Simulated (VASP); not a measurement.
Sc2As3Se3:

```xyz
8
Lattice="3.6698 -3.8234 0.0000 3.6698 3.8234 0.0000 0.0000 0.0000 7.3462" Properties=species:S:1:pos:R:3 pbc="T T T"
Sc    0.0000    0.0000    5.6708
Sc    0.0000    0.0000    1.6753
As    1.8349    1.9117    3.6731
As    1.8349   -1.9117    3.6731
As    0.0000    0.0000    3.6731
Se    3.6698    2.3251    0.0000
Se    3.6698   -2.3251    0.0000
Se    3.6698    0.0000    0.0000
```

The cell was generated, and may not be a known phase.

* Program: VASP 6.6.1
* Task: relaxation of cell and atoms
* Functional: PBE
* Potentials or basis: VASP PAW PBE potentials, release 64 (Sc_sv, As, Se)
* Cutoff: 600 eV
* k mesh: 3 × 3 × 2
* Occupations: gaussian, width 0.2 eV
* Spin: no spin polarisation

At the start: pressure 24.4 GPa; volume 25.77 Å³/atom.

Question: Where does the relaxation end?

Answer: Over 16 steps the energy falls by 1304.5 meV/atom and the volume is 27.00 Å³/atom (+4.8 %); space group Cmmm (No. 65, to 0.1 Å) before and after.

Step by step:
| step | energy change (eV) | largest force (eV/Å) | pressure (GPa) | volume (Å³) |
| --- | --- | --- | --- | --- |
| 1 | 0.0000 | 8.0837 | 24.44 | 206.15 |
| 2 | -5.9100 | 1.8995 | -5.66 | 333.17 |
| 3 | -8.0002 | 1.4125 | -0.25 | 267.03 |
| 4 | -8.6762 | 0.3288 | -3.38 | 268.62 |
| 5 | -8.8568 | 0.3807 | -5.05 | 268.92 |
| 6 | -9.5164 | 0.2845 | -4.34 | 251.80 |
| 7 | -9.9584 | 1.8539 | 4.74 | 201.99 |
| 8 | -10.2334 | 1.0995 | -0.62 | 221.60 |
| 9 | -10.2368 | 1.1555 | -0.27 | 219.91 |
| 10 | -10.3249 | 0.6127 | 0.21 | 217.62 |
| 11 | -10.3417 | 0.4349 | 0.61 | 216.12 |
| 12 | -10.3816 | 0.3233 | 0.08 | 217.66 |
| 13 | -10.4135 | 0.0733 | -0.94 | 220.83 |
| 14 | -10.4333 | 0.1235 | -0.19 | 217.12 |
| 15 | -10.4335 | 0.1318 | -0.09 | 216.68 |
| 16 | -10.4363 | 0.0603 | -0.01 | 216.03 |

Final structure:
```xyz
8
Lattice="2.7564 -4.6445 0.0000 2.7564 4.6445 0.0000 0.0000 0.0000 8.4373" Properties=species:S:1:pos:R:3 pbc="T T T"
Sc    0.0000    0.0000    6.8076
Sc    0.0000    0.0000    1.6297
As    1.3782    2.3222    4.2186
As    1.3782   -2.3222    4.2186
As    0.0000    0.0000    4.2186
Se    2.7564    2.6389    0.0000
Se    2.7564   -2.6389    0.0000
Se    2.7564    0.0000    0.0000
```

Caveat: the k points lie up to 0.44 Å⁻¹ apart in the final cell, too coarse for converged energies and pressures of a metal; the relaxation stopped at a loose force limit of 0.08 eV/Å, so its end isn't a converged minimum.
